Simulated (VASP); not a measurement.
# Re (Im-3m) in VASP: notebook

Re is run at these levels: PBE; tasks: single point.

All numbers are computed with VASP 6.6.1; they aren't measurements. Logs are shortened: lines on timing, memory, paths and dates and some standing lists are left out, and cuts for length are marked.

## (1) The cell of the first run

It takes space group Im-3m (No. 229, cubic). Conventional cell: a = 3.151 Å, b = 3.151 Å, c = 3.151 Å, α = 90.00°, β = 90.00°, γ = 90.00°. Re (site symmetry m-3m) has 14 Re at 2.73 to 3.15 Å within 3.6 Å.

## (2) Single point, PBE

INCAR

```
SYSTEM = Re
PREC = Accurate ; ENCUT = 520
EDIFF = 1E-6 ; ISMEAR = 0
SIGMA = 0.05 ; LREAL = .FALSE.
LASPH = .TRUE. ; NELM = 60
ALGO = Normal ; ISIF = 2
LWAVE = .FALSE. ; LCHARG = .FALSE.
GGA = PE ; NBANDS = 10
```

KPOINTS

```
regular mesh
0
G
  8 8 8
  0 0 0
```

POSCAR

```
Re
1.0
   -1.5753253033      1.5753253033      1.5753253033
    1.5753253033     -1.5753253033      1.5753253033
    1.5753253033      1.5753253033     -1.5753253033
Re
1
Direct
    0.0000000000      0.0000000000      0.0000000000
```

Potentials or basis: VASP PAW PBE potentials, release 64 (Re).

On the command line:

```sh
> cat potpaw_PBE.64/Re/POTCAR > POTCAR
> mpirun -np 1 vasp_std > vasp.out
```

OUTCAR:

```text
SYSTEM = Re
   PREC = Accurate
   ENCUT = 520
   EDIFF = 1E-6
   ISMEAR = 0
   LREAL = .FALSE.
   LASPH = .TRUE.
   NELM = 60
   ISIF = 2
   GGA = PE

 ion  position               nearest neighbor table
   1  0.000  0.000  0.000-

  LATTYP: Found a body centered cubic cell.
 ALAT       =     3.1506506066

  Lattice vectors:

 A1 = (  -1.5753253033,   1.5753253033,   1.5753253033)
 A2 = (   1.5753253033,  -1.5753253033,   1.5753253033)
 A3 = (   1.5753253033,   1.5753253033,  -1.5753253033)

Analysis of symmetry for initial positions (statically):
=====================================================================
 Subroutine PRICEL returns:
 Original cell was already a primitive cell.

 Routine SETGRP: Setting up the symmetry group for a
 body centered cubic supercell.

 Subroutine GETGRP returns: Found 48 space group operations
 (whereof 48 operations were pure point group operations)
 out of a pool of 48 trial point group operations.

The static configuration has the point symmetry O_h .

Analysis of symmetry for dynamics (positions and initial velocities):
=====================================================================
 Subroutine PRICEL returns:
 Original cell was already a primitive cell.

 Routine SETGRP: Setting up the symmetry group for a
 body centered cubic supercell.

 Subroutine GETGRP returns: Found 48 space group operations
 (whereof 48 operations were pure point group operations)
 out of a pool of 48 trial point group operations.

The dynamic configuration has the point symmetry O_h .

 Subroutine INISYM returns: Found 48 space group operations
 (whereof 48 operations are pure point group operations),
 and found     1 'primitive' translations

----------------------------------------------------------------------------------------

                                     Primitive cell

  volume of cell :      15.6376

  direct lattice vectors                    reciprocal lattice vectors
    -1.575325303  1.575325303  1.575325303     0.000000000  0.317394762  0.317394762
     1.575325303 -1.575325303  1.575325303     0.317394762  0.000000000  0.317394762
     1.575325303  1.575325303 -1.575325303     0.317394762  0.317394762  0.000000000

  length of vectors
     2.728543464  2.728543464  2.728543464     0.448863977  0.448863977  0.448863977

  position of ions in fractional coordinates (direct lattice)
     0.000000000  0.000000000  0.000000000

  ion indices of the primitive-cell ions
   primitive index   ion index
                 1           1

----------------------------------------------------------------------------------------

 KPOINTS: regular mesh

Automatic generation of k-mesh.
 Grid dimensions read from file:
 generate k-points for:    8    8    8

 Generating k-lattice:

  Cartesian coordinates                     Fractional coordinates (reciprocal lattice)
     0.000000000  0.039674345  0.039674345     0.125000000  0.000000000  0.000000000
     0.039674345  0.000000000  0.039674345     0.000000000  0.125000000  0.000000000
     0.039674345  0.039674345  0.000000000     0.000000000  0.000000000  0.125000000

  Length of vectors
     0.056107997  0.056107997  0.056107997

  Shift w.r.t. Gamma in fractional coordinates (k-lattice)
     0.000000000  0.000000000  0.000000000

 Subroutine IBZKPT returns following result:
 ===========================================

 Found     29 irreducible k-points:

 Following reciprocal coordinates:
            Coordinates               Weight
  0.000000  0.000000  0.000000      1.000000
  0.125000  0.000000  0.000000     12.000000
  0.250000  0.000000  0.000000     12.000000
  0.375000  0.000000  0.000000     12.000000
  0.500000  0.000000  0.000000      6.000000
  0.125000  0.125000  0.000000     24.000000
[... 16 lines left out ...]
 -0.250000  0.250000  0.250000      6.000000
 -0.375000  0.375000  0.250000     24.000000
 [... further k-points ...]
   k-points           NKPTS =     29   k-points in BZ     NKDIM =     29   number of bands    NBANDS=     10
   number of dos      NEDOS =    301   number of ions     NIONS =      1
   total plane-waves  NPLWV =   8000
   dimension x,y,z NGX =    20 NGY =   20 NGZ =   20
   dimension x,y,z NGXF=    40 NGYF=   40 NGZF=   40
   ions per type =               1
   NGX,Y,Z   is equivalent  to a cutoff of  12.19, 12.19, 12.19 a.u.
   NGXF,Y,Z  is equivalent  to a cutoff of  24.37, 24.37, 24.37 a.u.
 SYSTEM =  Re
   PREC   = accura    normal or accurate (medium, high low for compatibility)
   ISTART =      0    job   : 0-new  1-cont  2-samecut
   ICHARG =      2    charge: 1-file 2-atom 10-const
   ISPIN  =      1    spin polarized calculation?
   LNONCOLLINEAR =      F non collinear calculations
   LSORBIT =      F    spin-orbit coupling
   LASPH  =      T    aspherical Exc in radial PAW
   ENCUT  =  520.0 eV  38.22 Ry    6.18 a.u.   5.07  5.07  5.07*2*pi/ulx,y,z
   NELM   =     60;   NELMIN=  2; NELMDL= -5     # of ELM steps
   EDIFF  = 0.1E-05   stopping-criterion for ELM
   LREAL  =      F    real-space projection
   EDIFFG = 0.1E-04   stopping-criterion for IOM
   NSW    =      0    number of steps for IOM
   IBRION =     -1    ionic relax: 0-MD 1-quasi-New 2-CG
   NFREE  =      0    steps in history (QN), initial steepest desc. (CG)
   ISIF   =      2    stress and relaxation
   ISYM   =      2    0-nonsym 1-usesym 2-fastsym
   POTIM  = 0.5000    time-step for ionic-motion
   TEBEG  =    0.0;   TEEND  =   0.0 temperature during run
   PSTRESS=    0.0 pullay stress
   NELECT =       7.0000    total number of electrons
   NUPDOWN=      -1.0000    fix difference up-down
   EMIN   =  10.00;   EMAX   =-10.00  energy-range for DOS
   EFERMI =   0.00;   METHOD = LEGACY
   ISMEAR =     0;   SIGMA  =   0.05  broadening in eV -4-tet -1-fermi 0-gaus
   EFERMI_NEDOS =   21; number of points for ismear=-14 and -15
   IALGO  =     38    algorithm
   IMIX   =      4    mixing-type and parameters
     AMIX     =   0.40;   BMIX     =  1.00
     AMIX_MAG =   1.60;   BMIX_MAG =  1.00
  volume/ion in A,a.u.               =      15.64       105.53
  Fermi-wavevector in a.u.,A,eV,Ry     =   1.252326  2.366552 21.338282  1.568319
  Thomas-Fermi vector in A             =   2.386231
   LORBIT       =      0    0 simple, 1 ext, 2 COOP (PROOUT), +10 PAW based schemes
   GGA     = PE    functional components
   LHFCALC =     F    Hartree Fock is set to
   AEXX    =    0.0000 exact exchange contribution
   IVDW    =     0    specifies the selected vdW correction
   LEPSILON=     F    determine dielectric tensor
   LRPA    =     F    only Hartree local field effects (RPA)
 non-spin polarized calculation
 Gauss-broadening in eV      SIGMA  =   0.05
  energy-cutoff  :      520.00
  volume of cell :       15.64
 maximum number of plane-waves:       429
   NGX = 11   NGY = 11   NGZ = 11

 number of electron       7.0000001 magnetization

 Free energy of the ion-electron system (eV)
  ---------------------------------------------------
  ext. energy  EPLUGINS =         0.00000000
  ---------------------------------------------------
  free energy    TOTEN  =       -12.10299558 eV

  energy without entropy =      -12.10248926  energy(sigma->0) =      -12.10274242

 E-fermi :   7.9688     XC(G=0): -13.3965

 val. band max:        7.9350677917   @ k =  -0.2500   0.2500   0.2500
 cond. band min:       8.0711424936   @ k =   0.2500   0.1250   0.0000
 fundamental gap:      0.1360747019
 Fermi energy:         7.9688023501

 k-point     1 :       0.0000    0.0000    0.0000
  band No.  band energies     occupation
      1      -2.2838      2.00000
      2       5.5128      2.00000
      3       5.5128      2.00000
      4       5.5128      2.00000
      5       8.7380      0.00000
      6       8.7380      0.00000
      7      23.4717      0.00000
      8      23.4717      0.00000
      9      23.4717      0.00000
     10      34.7763      0.00000

 k-point     2 :       0.1250    0.0000    0.0000
  band No.  band energies     occupation
      1      -1.5884      2.00000
      2       5.1461      2.00000
      3       5.4202      2.00000
      4       6.1874      2.00000
      5       8.2960      0.00000
      6       8.7657      0.00000
      7      23.8809      0.00000
      8      24.6316      0.00000
      9      24.6427      0.00000
     10      31.0495      0.00000

 k-point     3 :       0.2500    0.0000    0.0000
  band No.  band energies     occupation
      1       0.0504      2.00000
      2       4.3633      2.00000
      3       5.1148      2.00000
      4       8.0752      0.00261
      5       8.1715      0.00000
      6       8.9229      0.00000
      7      23.1122      0.00000
      8      23.7520      0.00000
      9      27.7531      0.00000
     10      30.3306      0.00000

 k-point     4 :       0.3750    0.0000    0.0000
  band No.  band energies     occupation
      1       0.9901      2.00000
      2       3.6874      2.00000
      3       6.2047      2.00000
      4       8.6260      0.00000
      5       9.2333      0.00000
      6      10.6223      0.00000
      7      19.5570      0.00000
      8      20.8822      0.00000
      9      26.7145      0.00000
     10      31.8486      0.00000
[... 222 lines left out ...]
 k-point    22 :       0.2500    0.2500    0.2500
  band No.  band energies     occupation
      1       4.0439      2.00000
      2       4.0439      2.00000
      3       4.0439      2.00000
      4       9.5519      0.00000
      5       9.5520      0.00000
      6      13.7416      0.00000
      7      19.0016      0.00000
      8      19.0016      0.00000
      9      19.0016      0.00000
     10      34.6995      0.00000

 k-point    23 :      -0.2500    0.2500    0.2500
  band No.  band energies     occupation
      1       1.9957      2.00000
      2       4.3131      2.00000
      3       6.2710      2.00000
      4       6.2710      2.00000
      5       7.9351      1.66000
      6       9.9284      0.00000
      7      22.3875      0.00000
      8      26.2862      0.00000
      9      26.2862      0.00000
     10      27.1577      0.00000

 k-point    24 :      -0.3750    0.3750    0.2500
  band No.  band energies     occupation
      1       2.6452      2.00000
      2       3.3503      2.00000
      3       6.2799      2.00000
      4       7.0657      2.00000
      5      10.0744      0.00000
      6      11.0979      0.00000
      7      20.4451      0.00000
      8      23.0101      0.00000
      9      24.6491      0.00000
     10      28.1584      0.00000

 [... further k-points ...]
[... 5 lines left out ...]
  --------------------------------------------------------------------------------------
  -------------------------------------------------------------------------------------
  Total       -1.2140577     -1.2140577     -1.2140577     -0.0000000     -0.0000000      0.0000000
  in kB     -124.3881946   -124.3881946   -124.3881946     -0.0000000     -0.0000000      0.0000000
  external PRESSURE =    -124.3881946 kB  Pullay stress =       0.0000000 kB

 VOLUME and BASIS-vectors are now :
 -----------------------------------------------------------------------------
  energy-cutoff  :      520.00
  volume of cell :       15.64
      direct lattice vectors                 reciprocal lattice vectors
    -1.575325303  1.575325303  1.575325303     0.000000000  0.317394762  0.317394762
     1.575325303 -1.575325303  1.575325303     0.317394762  0.000000000  0.317394762
     1.575325303  1.575325303 -1.575325303     0.317394762  0.317394762  0.000000000

 POSITION                                       TOTAL-FORCE (eV/Angst)
 -----------------------------------------------------------------------------------
      0.00000      0.00000      0.00000        -0.000000     -0.000000      0.000000
 -----------------------------------------------------------------------------------
    total drift:                                0.000000     -0.000000      0.000000

  FREE ENERGIE OF THE ION-ELECTRON SYSTEM (eV)
  ---------------------------------------------------
  free  energy   TOTEN  =       -12.1029955778 eV

  energy  without entropy=      -12.1024892566  energy(sigma->0) =      -12.10274242
```

Run time: 11 s. Hardware: 1 thread of AMD EPYC 7R13, shared host; peak memory 0.09 GiB.

Results:

- Free energy: -12.1030 eV
- Pressure: -12.4 GPa

Caveat: spin-orbit coupling is left out, which moves the levels of the heavy elements.

## (3) Single point, PBE

This run uses another cell than the first one, of 14.70 Å³/atom, 0.940 times its volume.

INCAR

```
SYSTEM = Re
  ALGO = Normal
  EDIFF = 1E-6
  ENCUT = 520
  GGA = PE
  ISIF = 2
  ISMEAR = 0
  LASPH = .TRUE.
  LCHARG = .FALSE.
  LREAL = .FALSE.
  LWAVE = .FALSE.
  NBANDS = 10
  NELM = 100
  PREC = Accurate
  SIGMA = 0.05
```

KPOINTS

```
k-points
0
G
  8 8 8
  0 0 0
```

POSCAR

```
Re
1.0
   -1.5432869581      1.5432869581      1.5432869581
    1.5432869581     -1.5432869581      1.5432869581
    1.5432869581      1.5432869581     -1.5432869581
Re
1
Direct
    0.0000000000      0.0000000000      0.0000000000
```

Potentials or basis: VASP PAW PBE potentials, release 64 (Re).

On the command line:

```sh
> cat potpaw_PBE.64/Re/POTCAR > POTCAR
> mpirun -np 1 vasp_std > vasp.out
```

It took 2.7 s on 1 thread of AMD EPYC 9R45 (Zen 5), shared host; peak memory 0.09 GiB.

It converged, with:

```
Free energy : -12.1153 eV
Pressure    : 9.2 GPa
```

Levels at points of the mesh, in eV from the Fermi level:
```
           k point  band 1  band 2  band 3  band 4  band 5  band 6  band 7  band 8
(0.00, 0.00, 0.00)  -10.77   -2.69   -2.69   -2.69    0.79    0.79   15.58   15.58
(0.50, 0.00, 0.00)   -7.52   -4.97    0.00    0.69    1.58    4.56   10.13   12.00
(0.50, 0.50, 0.50)   -7.14   -7.14    3.61    3.61    3.61    8.02    8.02    8.02
```

Caveat: spin-orbit coupling is left out, which moves the levels of the heavy elements.

## (4) Single point, PBE

This run uses another cell than the first one, of 15.08 Å³/atom, 0.964 times its volume.

INCAR

```
SYSTEM = Re
PREC = Accurate
ENCUT = 520
EDIFF = 1E-7
ISMEAR = 0
SIGMA = 0.05
LREAL = .False.
LASPH = .True.
NELM = 100
ALGO = Normal
ISIF = 2
LWAVE = .False.
LCHARG = .False.
GGA = PE
NBANDS = 10
```

KPOINTS

```
Automatic mesh
0
Gamma
  8 8 8
  0 0 0
```

POSCAR

```
Re
1.0
   -1.5564558650      1.5564558650      1.5564558650
    1.5564558650     -1.5564558650      1.5564558650
    1.5564558650      1.5564558650     -1.5564558650
Re
1
Direct
    0.0000000000      0.0000000000      0.0000000000
```

On the command line:

```sh
> cat potpaw_PBE.64/Re/POTCAR > POTCAR
> mpirun -np 1 vasp_std > vasp.out
```

Run time: 2.8 s. Hardware: 1 thread of AMD EPYC 9R45 (Zen 5), shared host; peak memory 0.09 GiB.

It converged, with:

- Free energy: -12.1256 eV
- Pressure: -0.5 GPa

Levels at points of the mesh, in eV from the Fermi level:
| k point | band 1 | band 2 | band 3 | band 4 | band 5 | band 6 | band 7 |
| --- | --- | --- | --- | --- | --- | --- | --- |
| (0.00, 0.00, 0.00) | -10.55 | -2.59 | -2.59 | -2.59 | 0.79 | 0.79 | 15.55 |
| (0.50, 0.00, 0.00) | -7.29 | -4.79 | -0.02 | 0.67 | 1.53 | 4.38 | 9.76 |
| (0.50, 0.50, 0.50) | -6.87 | -6.87 | 3.48 | 3.48 | 3.48 | 7.87 | 7.87 |

Caveat: spin-orbit coupling is left out, which moves the levels of the heavy elements.

## (5) Summary

```tsv
cell	gap on the mesh (eV)	pressure (GPa)
a = 2.729 Å, angles 109.5°, 1 atom	none	-12.4
a = 2.673 Å, angles 109.5°, 1 atom	none	9.2
a = 2.696 Å, angles 109.5°, 1 atom	none	-0.5
```

Alike in all rows: task single point; level PBE; potentials or basis VASP PAW PBE potentials, release 64 (Re); no spin polarisation; k mesh 8 × 8 × 8; cutoff (eV) 520; smearing gaussian 0.05 eV.

Caveats: spin-orbit coupling is left out, which moves the levels of the heavy elements.

Absolute energies hang on the potentials; compare differences alone.
